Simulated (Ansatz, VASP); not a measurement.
**Mg2Sn: VASP beside Ansatz**

INCAR

```
PREC     = Accurate       # precision mode
ENCUT    = 600            # plane-wave cutoff, eV
EDIFF    = 1E-6           # SCF threshold, eV
ISMEAR   = -1             # smearing method
SIGMA    = 0.08           # smearing width, eV
LREAL    = False          # projectors in reciprocal space
LASPH    = True           # aspherical terms in the spheres
NELM     = 120            # most SCF steps
ALGO     = Normal         # electronic algorithm
ISIF     = 2              # what is computed and relaxed
LWAVE    = False          # write WAVECAR
LCHARG   = False          # write CHGCAR
NBANDS   = 16             # bands
GGA_COMPAT= False
```

The input KPOINTS:

```
regular mesh
0
Gamma
  11 11 11
```

POSCAR

```
Mg2Sn
1.0
    0.0000000000      3.4018814470      3.4018814470
    3.4018814470      0.0000000000      3.4018814470
    3.4018814470      3.4018814470      0.0000000000
Mg Sn
2 1
Direct
    0.2500000000      0.2500000000      0.2500000000
    0.7500000000      0.7500000000      0.7500000000
    0.0000000000      0.0000000000      0.0000000000
```

Input for Ansatz:

```yaml
crystal:
  lattice:
    - [0.0, 3.401881447, 3.401881447]
    - [3.401881447, 0.0, 3.401881447]
    - [3.401881447, 3.401881447, 0.0]
  atoms:
    - { symbol: Mg, position: [0.25, 0.25, 0.25] }
    - { symbol: Mg, position: [0.75, 0.75, 0.75] }
    - { symbol: Sn, position: [0.0, 0.0, 0.0] }
kpoints:
  mp_grid: { grid: [11, 11, 11] }
  band_path:
    path:
      - [0.0, 0.0, 0.0]
      - [0.5, 0.0, 0.5]
      - [0.625, 0.25, 0.625]
      - [0.375, 0.375, 0.75]
      - [0.0, 0.0, 0.0]
      - [0.5, 0.5, 0.5]
      - [0.5, 0.25, 0.75]
      - [0.5, 0.0, 0.5]
    npoints: 5
scf:
  occupations: { method: fermi_dirac, width: 0.08 }
hamiltonian:
  xc: lda
  pseudopotentials: { kind: all_electron, lapw: { basis_error: 0.0005 } }
output:
  forces: true
  stress: true
  eigenvalues: true
```

Change from the starting cell: volume scaled by 1.02.

Alike in both runs: task single point; functional LDA; k mesh 11 × 11 × 11; occupations fermi-dirac, width 0.08 eV; no spin polarisation.

```csv
,VASP,Ansatz
version,VASP 6.6.1,Ansatz 0.2.0
potentials or method,"VASP PAW LDA potentials, release 64 (Mg, Sn_d), cutoff 600 eV","all-electron LAPW, scalar-relativistic"
```

Ansatz gave:

- pressure (GPa): -2.5

What did VASP give for the same quantities?

Pressure (GPa): -2.8.

LDA's correlation is that of Perdew and Zunger in VASP and of Perdew and Wang (1992) in Ansatz. Ansatz ran all-electron here, and VASP with PAW potentials.
